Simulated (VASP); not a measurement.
Here is a VASP 6.6.1 calculation.

INCAR

```
ALGO     = Normal         # electronic algorithm
EDIFF    = 1E-6           # SCF threshold, eV
ENCUT    = 520            # plane-wave cutoff, eV
GGA      = PE             # functional
ISIF     = 2              # what is computed and relaxed
ISMEAR   = 0              # smearing method
LASPH    = True           # aspherical terms in the spheres
LCHARG   = False          # write CHGCAR
LREAL    = False          # projectors in reciprocal space
LWAVE    = False          # write WAVECAR
NBANDS   = 30             # bands
NELM     = 60             # most SCF steps
PREC     = Accurate       # precision mode
SIGMA    = 0.1            # smearing width, eV
```

KPOINTS

```
k-points
0
Gamma
  12 12 12
```

POSCAR

```
In3Se
1.0
   -3.0064576464      3.0064576464      3.0064576464
    3.0064576464     -3.0064576464      3.0064576464
    3.0064576464      3.0064576464     -3.0064576464
In Se
3 1
Direct
    0.0000000000      0.5000000000      0.5000000000
    0.5000000000      0.0000000000      0.5000000000
    0.5000000000      0.5000000000      0.0000000000
    0.0000000000      0.0000000000      0.0000000000
```

Potentials or basis: VASP PAW PBE potentials, release 64 (In_d, Se).

Command:

```console
$ cat potpaw_PBE.64/In_d/POTCAR potpaw_PBE.64/Se/POTCAR > POTCAR
$ mpirun -np 1 vasp_std > vasp.out
```

(1) Predict the pressure.

Answers

(1) 1.1 GPa.
